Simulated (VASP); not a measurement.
Runs of VASP 6.6.1 on SiC. The structure is that of space group F-43m (No. 216), or close to it. The cells are those of the table. 

```tsv
cell	gap on the mesh (eV)	pressure (GPa)	largest force (eV/Å)
a = 3.075, b = 3.086 Å, angles 59.9, 59.8, 59.9°, 2 atoms	1.27	(a)	0.06
a = 3.075, b = 3.028 Å, angles 60.5, 61.0, 60.5°, 2 atoms	1.17	-2.3	0.24
a = 3.075, b = 3.155 Å, angles 59.1, 58.3, 59.1°, 2 atoms	1.03	-1.7	0.43
a = 3.075, b = 2.982 Å, angles 61.0, 62.0, 61.0°, 2 atoms	0.98	-1.5	0.49
a = 3.075, b = 3.132 Å, angles 59.4, 58.8, 59.4°, 2 atoms	1.13	(b)	0.30
```

Alike in all rows: task single point; level LDA; potentials or basis VASP PAW LDA potentials, release 64 (Si, C); no spin polarisation; k mesh 12 × 12 × 12; cutoff (eV) 520; smearing gaussian 0.05 eV.

Task: Estimate the missing entries.

Result: (a) -2.5; (b) -2.1.

A k mesh can miss the band edges.
